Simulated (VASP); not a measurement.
Wanted: the native input for a VASP 6.6.1 run.

```yaml
Task: single point
Functional: LDA
Potentials_or_basis: VASP PAW LDA potentials, release 64 (Rh_pv)
Cutoff: 520 eV
k_mesh: 15 × 15 × 1
Occupations: fermi-dirac, width 0.1 eV
Spin: no spin polarisation
Dipole_correction: yes
Further_INCAR_settings: ALGO = Normal; EDIFF = 1e-06; NBANDS = 38
```

The structure of Rh lies in POSCAR:

```
Rh
1.0
    2.6552788867      0.0000000000      0.0000000000
    0.0000000000      2.6552788867      0.0000000000
    0.0000000000      0.0000000000     21.6327000000
Rh
4
Direct
    0.2500000000      0.2500000000      0.3698105849
    0.7500000000      0.7500000000      0.4566035280
    0.2500000000      0.2500000000      0.5433964715
    0.7500000000      0.7500000000      0.6301894151
```

These files were run (other wordings do the same):

INCAR

```
PREC = Accurate
ENCUT = 520
EDIFF = 1E-6
ISMEAR = -1
SIGMA = 0.1
LREAL = F
LASPH = T
NELM = 60
ALGO = Normal
ISIF = 2
LWAVE = F
LCHARG = F
LDIPOL = T
IDIPOL = 3
DIPOL = 0.5 0.5 0.500
GGA = CA
NBANDS = 38
```

KPOINTS

```
regular mesh
0
Gamma
  15 15 1
```

Potentials or basis: VASP PAW LDA potentials, release 64 (Rh_pv).

The run is started by

```sh
$ cat potpaw_LDA.64/Rh_pv/POTCAR > POTCAR
$ mpirun -np 1 vasp_std > vasp.out
```

Results of the run:

- Largest force: 0.536 eV/Å
- Band gap on the k mesh: zero (bands 30 and 31 overlap by 1.51 eV)

Wall time 2.6 min on 1 thread of Intel(R) Xeon(R) 6975P-C (Granite Rapids), on a shared host, peak memory 0.28 GiB.
